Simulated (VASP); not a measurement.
Ge:

```xyz
2
Lattice="0.0000 2.8289 2.8289 2.8289 0.0000 2.8289 2.8289 2.8289 0.0000" Properties=species:S:1:pos:R:3 pbc="T T T"
Ge    4.2434    4.2434    4.2434
Ge    2.8289    2.8289    2.8289
```

```yaml
Program: VASP 6.6.1
Task: relaxation of cell and atoms
Functional: PBE
Potentials_or_basis: VASP PAW PBE potentials, release 64 (Ge_d)
Cutoff: 600 eV
k_mesh: 8 × 8 × 8
Occupations: fermi-dirac, width 0.05 eV
Spin: no spin polarisation
```

At the start: pressure 3.6 GPa; volume 22.64 Å³/atom.

Task: Where does the relaxation end?

Result: Over 5 steps the energy falls by 13.6 meV/atom and the volume is 23.85 Å³/atom (+5.4 %); space group Fd-3m (No. 227, to 0.05 Å).

Step by step:
| step | energy change (eV) | largest force (eV/Å) | pressure (GPa) | volume (Å³) |
| --- | --- | --- | --- | --- |
| 1 | 0.0000 | 0.0000 | 3.56 | 45.28 |
| 2 | -0.0246 | 0.0000 | -1.11 | 48.66 |
| 3 | -0.0273 | 0.0000 | -0.26 | 47.80 |
| 4 | -0.0271 | 0.0000 | 0.23 | 47.62 |
| 5 | -0.0272 | 0.0000 | 0.02 | 47.71 |

Final structure:
```
Ge
1.0
     0.00000    2.87861    2.87861
     2.87861    0.00000    2.87861
     2.87861    2.87861    0.00000
Ge
2
Direct
  0.75000 0.75000 0.75000
  0.50000 0.50000 0.50000
```

The cell as given is a measured one (22.64 Å³/atom); PBE puts the equilibrium volume +5.4 % from it, thermal expansion not counted.
